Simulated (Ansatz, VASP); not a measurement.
**One calculation of PbS, two programs**

```
Pb S
1.0
     0.00000    2.92690    2.92690
     2.92690    0.00000    2.92690
     2.92690    2.92690    0.00000
Pb S
1 1
Direct
  0.00000 0.00000 0.00000
  0.50000 0.50000 0.50000
```

Alike in both runs: functional r2SCAN; k mesh 8 × 8 × 8; occupations fermi-dirac, width 0.02 eV; no spin polarisation.

Ansatz relaxed the structure, and its values are those at the end. VASP's run is a single point on that final structure, the one shown.

```csv
,VASP,Ansatz
version,VASP 6.6.1,Ansatz 0.2.0
potentials or method,"VASP PAW PBE potentials, release 64 (Pb_d, S), cutoff 520 eV",PAW plane waves
valence electrons in the cell,20,20
```

```tsv
	VASP	Ansatz	Ansatz less VASP
pressure (GPa)	4.0	4.1	+0.04
```

VASP's potentials were made for PBE, not for r2SCAN. Ansatz's warnings: stress scf threshold loose.

Spin-orbit coupling is off throughout.
